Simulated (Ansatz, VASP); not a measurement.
**Si2Ge3 in VASP and in Ansatz**

```
Si Ge
1.0
     2.89782    0.00000    0.00000
    -1.44891    2.50958    0.00000
     0.00000    0.00000   24.13307
Si Ge
4 6
Direct
  0.33333 0.66667 0.68515
  0.33333 0.66667 0.31485
  0.66667 0.33333 0.40009
  0.66667 0.33333 0.59991
  0.33333 0.66667 0.89178
  0.33333 0.66667 0.10822
  0.33333 0.66667 0.50000
  0.66667 0.33333 0.78277
  0.66667 0.33333 0.00000
  0.66667 0.33333 0.21723
```

Alike in both runs: functional PBE; k mesh 12 × 12 × 2; occupations gaussian, width 0.1 eV; no spin polarisation.

Ansatz relaxed the structure, and its values are those at the end. VASP's run is a single point on that final structure, the one shown.

|  | VASP | Ansatz |
| --- | --- | --- |
| version | VASP 6.6.1 | Ansatz 0.2.0 |
| potentials or method | VASP PAW PBE potentials, release 64 (Si, Ge_d), cutoff 520 eV | scalar-relativistic, plane waves, PAW |
| valence electrons in the cell | 100 | 100 |

|  | VASP | Ansatz | Ansatz less VASP |
| --- | --- | --- | --- |
| gap on the k mesh at the Fermi level (eV) | none | none | - |
| pressure (GPa) | 0.0 | 0.0 | +0.03 |

A gap of «none» marks a metal or a gap that the smearing closes.
